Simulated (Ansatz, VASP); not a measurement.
One calculation of C, two programs

The input INCAR:

```
ALGO = Normal ; EDIFF = 1E-6
ENCUT = 520 ; GGA = RE
ISIF = 2 ; ISMEAR = -1
IVDW = 13 ; LASPH = True
LCHARG = False ; LREAL = False
LWAVE = False ; NBANDS = 26
NELM = 80 ; PREC = Accurate
SIGMA = 0.05
```

The input KPOINTS:

```
k-points
0
Gamma
  12 12 4
```

Contents of POSCAR:

```
C
1.0
    2.5221000000      0.0000000000      0.0000000000
   -1.2610500000      2.1842026709      0.0000000000
    0.0000000000      0.0000000000      8.2371000000
C
8
Direct
    0.6666666667      0.3333333333      0.8437500000
    0.3333333333      0.6666666667      0.3437500000
    0.6666666667      0.3333333333      0.6562500000
    0.3333333333      0.6666666667      0.1562500000
    0.0000000000      0.0000000000      0.9062500000
    0.0000000000      0.0000000000      0.4062500000
    0.0000000000      0.0000000000      0.5937500000
    0.0000000000      0.0000000000      0.0937500000
```

Contents of input.yaml:

```yaml
crystal:
  lattice:
    - [2.5221, 0.0, 0.0]
    - [-1.26105, 2.1842026709, 0.0]
    - [0.0, 0.0, 8.2371]
  atoms:
    - { symbol: C, position: [0.6666666667, 0.3333333333, 0.84375] }
    - { symbol: C, position: [0.3333333333, 0.6666666667, 0.34375] }
    - { symbol: C, position: [0.6666666667, 0.3333333333, 0.65625] }
    - { symbol: C, position: [0.3333333333, 0.6666666667, 0.15625] }
    - { symbol: C, position: [0.0, 0.0, 0.90625] }
    - { symbol: C, position: [0.0, 0.0, 0.40625] }
    - { symbol: C, position: [0.0, 0.0, 0.59375] }
    - { symbol: C, position: [0.0, 0.0, 0.09375] }
hamiltonian:
  xc: revpbe
  pseudopotentials: { kind: paw }
  dispersion: d4
kpoints:
  mp_grid: { grid: [12, 12, 4] }
scf:
  occupations: { method: fermi_dirac, width: 0.05 }
output:
  forces: true
  stress: true
  eigenvalues: true
  write_density: true
  write_potential: true
  elf: true
  volumetric_format: npy
```

Alike in both runs: task single point; functional revPBE; dispersion D4; k mesh 12 × 12 × 4; occupations fermi-dirac, width 0.05 eV; no spin polarisation.

|  | VASP | Ansatz |
| --- | --- | --- |
| version | VASP 6.6.1 | Ansatz 0.2.0 |
| potentials or method | VASP PAW PBE potentials, release 64 (C) | Ansatz PAW |
| plane-wave cutoff (eV) | 520 | 420 |
| valence electrons in the cell | 32 | 32 |

```tsv
	VASP	Ansatz	Ansatz less VASP
gap on the k mesh at the Fermi level (eV)	4.41	4.42	+0.012
least direct gap on the mesh (eV)	5.18	5.19	+0.011
pressure (GPa)	-5.4	-6.0	-0.57
traceless stress, the component that is largest in VASP (GPa)	8.23	8.22	-0.005
rms of the force components (eV/Å)	0.187	0.187	-0.0002
```

VASP's potentials were made for PBE, not for revPBE. Atom by atom the forces differ by 0.002 eV/Å (rms over components).
